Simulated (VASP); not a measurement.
The system is WC.

```xyz
2
Lattice="0.0000 2.1780 2.1780 2.1780 0.0000 2.1780 2.1780 2.1780 0.0000" Properties=species:S:1:pos:R:3 pbc="T T T"
W     0.0000    0.0000    0.0000
C     2.1780    2.1780    2.1780
```

Base run:

```yaml
Program: VASP 6.6.1
Functional: r2SCAN
Potentials_or_basis: VASP PAW PBE potentials, release 64 (W_sv, C)
Cutoff: 520 eV
k_mesh: 10 × 10 × 10
Occupations: fermi-dirac, width 0.05 eV
Spin: no spin polarisation
```

Its results: band gap on the k mesh zero (band 9 reaches 13.86 eV, above the bottom of band 10 at 10.43 eV); pressure 3.9 GPa.

Question: After a change of settings the same cell gave: band gap on the k mesh zero (band 9 reaches 13.66 eV, above the bottom of band 10 at 10.37 eV); pressure -1.9 GPa. Which change was it?
A. functional from r2SCAN to PBEsol
B. functional from r2SCAN to LDA; potentials or basis from VASP PAW PBE potentials, release 64 (W_sv, C) to VASP PAW LDA potentials, release 64 (W_sv, C)
C. functional from r2SCAN to PBE; further incar settings from ALGO = Normal; EDIFF = 1e-06; NBANDS = 16 to ALGO = Normal; EDIFF = 1e-07; NBANDS = 16
D. functional from r2SCAN to PBE

Answer: A.

Caveats: the PAW data sets were made with another functional, which shifts forces and pressure a little; spin-orbit coupling is left out, which moves the levels of the heavy elements.
